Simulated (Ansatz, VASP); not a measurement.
One calculation of AlCo, two programs

```
CELL_PARAMETERS angstrom
0.00000 2.12256 2.12256
2.12256 0.00000 2.12256
2.12256 2.12256 0.00000
ATOMIC_POSITIONS crystal
Co 0.00000 0.00000 0.00000
Al 0.50000 0.50000 0.50000
```

Change from the starting cell: volume scaled by 0.72, PAW files.

Alike in both runs: task single point; functional r2SCAN; k mesh 15 × 15 × 15; occupations fermi-dirac, width 0.08 eV; no spin polarisation.

|  | VASP | Ansatz |
| --- | --- | --- |
| version | VASP 6.6.1 | Ansatz 0.2.0 |
| potentials or method | VASP PAW PBE potentials, release 64 (Co, Al) | PAW with Ansatz's default frozen-core files, scalar-relativistic |
| plane-wave cutoff (eV) | 520 | 500 |
| valence electrons in the cell | 12 | 20 |

|  | VASP | Ansatz | Ansatz less VASP |
| --- | --- | --- | --- |
| pressure (GPa) | 84.8 | 83.7 | -1.12 |

VASP's potentials were made for PBE, not for r2SCAN. Both programs put the cell under a high pressure, so it lies far from rest at this level. VASP's potentials hold 12 valence electrons a cell and Ansatz's 20, so a difference there can come from the potentials and not from the codes.

Noted on VASP's run: the cell as given lies far from equilibrium.
